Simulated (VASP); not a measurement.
Write the native input for VASP 6.6.1 that does the following.

```
Task                   : relaxation of cell and atoms
Functional             : PBEsol
Potentials or basis    : VASP PAW PBE potentials, release 64 (Ba_sv, Ti_sv, O)
Cutoff                 : 600 eV
k mesh                 : 7 × 7 × 7
Occupations            : fermi-dirac, width 0.05 eV
Spin                   : no spin polarisation
Dipole correction      : no
Further INCAR settings : ALGO = Normal; EDIFF = 1e-07; IBRION = 2; EDIFFG = -0.01; NSW = 60; ISIF = 3
```

The structure of BaTiO3 lies in POSCAR:

```
BaTiO3
1.0
    3.9855000000      0.0000000000      0.0000000000
    0.0000000000      2.8369000000      2.8451500000
    0.0000000000     -2.8369000000      2.8451500000
Ba Ti O
1 1 3
Direct
    0.0000000000      0.0000000000      0.0000000000
    0.5000000000      0.5124000000      0.5124000000
    0.5000000000      0.9918400000      0.5052400000
    0.5000000000      0.5052400000      0.9918400000
    0.0000000000      0.4874000000      0.4874000000
```

These files were run (other wordings do the same):

INCAR

```
SYSTEM = BaTiO3
ALGO = Normal ; EDIFF = 1E-7
EDIFFG = -0.01 ; ENCUT = 600
GGA = PS ; IBRION = 2
ISIF = 3 ; ISMEAR = -1
LASPH = .True. ; LCHARG = .False.
LREAL = .False. ; LWAVE = .False.
NELM = 80 ; NSW = 60
PREC = Accurate ; SIGMA = 0.05
```

KPOINTS

```
k-points
0
Gamma
  7 7 7
  0 0 0
```

Potentials or basis: VASP PAW PBE potentials, release 64 (Ba_sv, Ti_sv, O).

Run with:

```bash
$ cat potpaw_PBE.64/Ba_sv/POTCAR potpaw_PBE.64/Ti_sv/POTCAR potpaw_PBE.64/O/POTCAR > POTCAR
$ mpirun -np 1 vasp_std > vasp.out
```

Results of the run:

```
Relaxed volume                        : 12.84 Å³/atom
Relaxed cell                          : a = 3.961 Å, b = 4.026 Å, c = 4.026 Å, α = 89.78°, β = 90.00°, γ = 90.00°
Space group after relaxing (to 0.1 Å) : Amm2 (No. 38)
Energy gained by relaxing             : 6.1 meV/atom
Ionic steps                           : 13
Pressure after relaxing               : -0.1 GPa
Largest force after relaxing          : 0.009 eV/Å
Band gap on the k mesh                : 2.18 eV (least direct gap 2.48 eV)
```

Caveat: the PAW data sets were made with another functional, which shifts forces and pressure a little; spin-orbit coupling is left out, which moves the levels of the heavy elements; an odd mesh through Γ misses points on the zone boundary, where band edges can lie.

It took 7.7 min on 1 thread of AMD EPYC 9R45 96-Core Processor (Zen 5), with other jobs on the host, peak memory 0.25 GiB.
